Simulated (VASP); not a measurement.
Set up this calculation in VASP 6.6.1, as the native input.

- Task: single point
- Functional: LDA
- Potentials or basis: VASP PAW LDA potentials, release 64 (Si, C, H)
- Cutoff: 520 eV
- k mesh: 4 × 4 × 1
- Occupations: gaussian, width 0.05 eV
- Spin: no spin polarisation
- Dipole correction: yes
- Further INCAR settings: LREAL = Auto; ALGO = Normal; EDIFF = 1e-06; NBANDS = 64

The structure of Si3H2C2 lies in POSCAR:

```
Si3H2C2
1.0
    6.1223116280      0.0000000000      0.0000000000
    0.0000000000      6.1223116280      0.0000000000
    0.0000000000      0.0000000000     18.0336064671
Si C H
12 8 8
Direct
    0.2500000000      0.2500000000      0.2691906584
    0.2500000000      0.7500000000      0.2691906584
    0.7500000000      0.2500000000      0.2691906584
    0.7500000000      0.7500000000      0.2691906584
    0.4982259185      0.5037935906      0.3929205174
    0.4982259185     -0.0037935906      0.3929205174
    0.0017744742      0.5037935589      0.3929204815
    0.0017744742     -0.0037935589      0.3929204815
    0.7500008304      0.7500000000      0.5118764661
    0.7500006955      0.2500000000      0.5125665812
    0.2499996574      0.7500000000      0.5342369198
    0.2499999083      0.2500000000      0.5120561097
    0.7500000000      0.5000000000      0.3292053881
    0.7500000000      0.0000000000      0.3292053881
    0.2500000000      0.5000000000      0.3292053881
    0.2500000000      0.0000000000      0.3292053881
    0.0063849136      0.7500000000      0.4533370598
    0.0004217441      0.2500000000      0.4489130351
    0.4936162155      0.7500000000      0.4533373851
    0.4995791597      0.2500000000      0.4489134019
    0.1018236707      0.2500000000      0.2043633518
    0.3981348503      0.2500000000      0.2043580857
    0.3981348503      0.7500000000      0.2043580857
    0.1018236707      0.7500000000      0.2043633518
    0.6018651497      0.2500000000      0.2043580857
    0.8981763293      0.2500000000      0.2043633518
    0.8981763293      0.7500000000      0.2043633518
    0.6018651497      0.7500000000      0.2043580857
```

One way to write it, as run:

INCAR

```
PREC = Accurate ; ENCUT = 520
EDIFF = 1E-6 ; ISMEAR = 0
SIGMA = 0.05 ; LREAL = Auto
LASPH = T ; NELM = 60
ALGO = Normal ; ISIF = 2
LWAVE = F ; LCHARG = F
LDIPOL = T ; IDIPOL = 3
DIPOL = 0.5 0.5 0.338 ; GGA = CA
NBANDS = 64
```

KPOINTS

```
Automatic mesh
0
Gamma
  4 4 1
```

Potentials or basis: VASP PAW LDA potentials, release 64 (Si, C, H).

Launch:

```console
$ cat potpaw_LDA.64/Si/POTCAR potpaw_LDA.64/C/POTCAR potpaw_LDA.64/H/POTCAR > POTCAR
$ mpirun -np 1 vasp_std > vasp.out
```

Results of the run:

- Largest force: 2.339 eV/Å
- Band gap on the k mesh: zero (bands 44 and 45 overlap by 1.26 eV)

Wall time 12 min on 1 thread of Intel(R) Xeon(R) Platinum 8259CL CPU @ 2.50GHz (Skylake/Cascade Lake) (shared host), peak memory 0.64 GiB.
